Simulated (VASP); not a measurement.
Be3Cd2Te, 6 atoms in the cell. The structure is tetragonal, space group I4/mmm (No. 139). The conventional cell has a = 5.276 Å, b = 5.276 Å, c = 8.918 Å, α = 90.00°, β = 90.00°, γ = 90.00°. Be (site symmetry 4mm) has 1 Be at 2.12 Å and 1 Te at 2.34 Å and 4 Cd at 2.64 Å within 2.8 Å. Within 2.8 Å of Be (site symmetry 4/mmm) lie 2 Be at 2.12 Å. Within 3.5 Å of Cd (site symmetry -4m2) lie 8 Be at 2.64 to 3.45 Å and 4 Te at 3.45 Å. Within 3.1 Å of Te (site symmetry 4/mmm) lie 2 Be at 2.34 Å. The cell was built from a structure type or drawn by symmetry, and may not be a known phase.

* Program: VASP 6.6.1
* Task: single point
* Functional: PBE
* Potentials or basis: VASP PAW PBE potentials, release 64 (Be, Cd, Te)
* Cutoff: 600 eV
* k mesh: 10 × 10 × 10
* Occupations: gaussian, width 0.1 eV
* Spin: no spin polarisation
* Dipole correction: no
* Further INCAR settings: ALGO = Normal; EDIFF = 1e-06; NBANDS = 27

Potentials or basis: VASP PAW PBE potentials, release 64 (Be, Cd, Te).

Command:

```bash
$ cat potpaw_PBE.64/Be/POTCAR potpaw_PBE.64/Cd/POTCAR potpaw_PBE.64/Te/POTCAR > POTCAR
$ mpirun -np 1 vasp_std > vasp.out
```

Hardware: 1 thread of Intel Xeon 8259CL, with other jobs on the host.

Problem. Estimate the wall time of this run.

Solution. Wall time 13 min on 1 thread of Intel Xeon 8259CL, on a shared host, peak memory 0.61 GiB. Counts: scf iterations 13, k points 102.
